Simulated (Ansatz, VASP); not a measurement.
One calculation of LiCl, two programs

POSCAR

```
LiCl
1.0
    6.7822671339      0.0000000000      0.0000000000
    0.0000000000      6.7822671339      0.0000000000
    0.0000000000      0.0000000000      6.7822671339
Li Cl
6 6
Direct
    0.7500000000      0.5000000000      0.0000000000
    0.5000000000      0.0000000000      0.7500000000
    0.0000000000      0.7500000000      0.5000000000
    0.0000000000      0.2500000000      0.5000000000
    0.2500000000      0.5000000000      0.0000000000
    0.5000000000      0.0000000000      0.2500000000
    0.5000000000      0.7500000000      0.0000000000
    0.7500000000      0.0000000000      0.5000000000
    0.0000000000      0.5000000000      0.7500000000
    0.2500000000      0.0000000000      0.5000000000
    0.0000000000      0.5000000000      0.2500000000
    0.5000000000      0.2500000000      0.0000000000
```

Contents of INCAR.step1:

```
SYSTEM = LiCl
  PREC = Accurate
  ENCUT = 520
  ISMEAR = 0
  SIGMA = 0.02
  LREAL = .False.
  LASPH = .True.
  NELM = 80
  NBANDS = 42
  GGA = PE
  ALGO = Normal
  EDIFF = 1E-4
  LWAVE = .True.
  LCHARG = .False.
```

The input INCAR.step2:

```
SYSTEM = LiCl
  PREC = Accurate
  ENCUT = 520
  EDIFF = 1E-7
  ISMEAR = 0
  SIGMA = 0.02
  LREAL = .False.
  LASPH = .True.
  NELM = 80
  ALGO = Normal
  ISIF = 2
  LWAVE = .False.
  LCHARG = .False.
  METAGGA = R2SCAN
  LMIXTAU = .True.
  NBANDS = 42
  ISTART = 1
```

KPOINTS

```
regular mesh
0
Gamma
  4 4 4
  0 0 0
```

Input for Ansatz:

```yaml
crystal:
  lattice:
    - [6.7822671339, 0.0, 0.0]
    - [0.0, 6.7822671339, 0.0]
    - [0.0, 0.0, 6.7822671339]
  atoms:
    - { symbol: Li, position: [0.75, 0.5, 0.0] }
    - { symbol: Li, position: [0.5, 0.0, 0.75] }
    - { symbol: Li, position: [0.0, 0.75, 0.5] }
    - { symbol: Li, position: [0.0, 0.25, 0.5] }
    - { symbol: Li, position: [0.25, 0.5, 0.0] }
    - { symbol: Li, position: [0.5, 0.0, 0.25] }
    - { symbol: Cl, position: [0.5, 0.75, 0.0] }
    - { symbol: Cl, position: [0.75, 0.0, 0.5] }
    - { symbol: Cl, position: [0.0, 0.5, 0.75] }
    - { symbol: Cl, position: [0.25, 0.0, 0.5] }
    - { symbol: Cl, position: [0.0, 0.5, 0.25] }
    - { symbol: Cl, position: [0.5, 0.25, 0.0] }
basis:
  ecutwfc: 500
kpoints:
  mp_grid: { grid: [4, 4, 4] }
  band_path:
    path:
      - [[0.0, 0.0, 0.0], [0.0, 0.5, 0.0], [0.5, 0.5, 0.0], [0.0, 0.0, 0.0], [0.5, 0.5, 0.5], [0.0, 0.5, 0.0]]
      - [[0.5, 0.5, 0.5], [0.5, 0.5, 0.0]]
    npoints: 10
hamiltonian:
  xc: r2scan
scf:
  occupations: { method: gaussian, width: 0.02 }
  n_extra_bands: 30
output:
  forces: true
  stress: true
  eigenvalues: true
  populations: true
  dos: { projected: true, de: 0.02, nscf_kmesh: { grid: [6, 6, 6] } }
  bader: false
  write_density: true
  write_potential: true
  elf: true
  volumetric_format: npy
```

Alike in both runs: task single point; functional r2SCAN; k mesh 4 × 4 × 4; occupations gaussian, width 0.02 eV; no spin polarisation.

|  | VASP | Ansatz |
| --- | --- | --- |
| version | VASP 6.6.1 | Ansatz 0.2.0 |
| potentials or method | VASP PAW PBE potentials, release 64 (Li_sv, Cl), cutoff 520 eV | scalar-relativistic, plane waves, PAW |
| valence electrons in the cell | 60 | 60 |

VASP gave:

```
gap on the k mesh at the Fermi level (eV) : 5.97
least direct gap on the mesh (eV)         : 5.97
```

Q: Estimate Ansatz's values.

A: gap on the k mesh at the Fermi level (eV): 5.94; least direct gap on the mesh (eV): 5.94.

VASP's potentials were made for PBE, not for r2SCAN. Ansatz's warnings: xc potential rough in thin density.

Noted on VASP's run: the cutoff is under 1.25 times that of the potentials, so the pressure is a little rough.
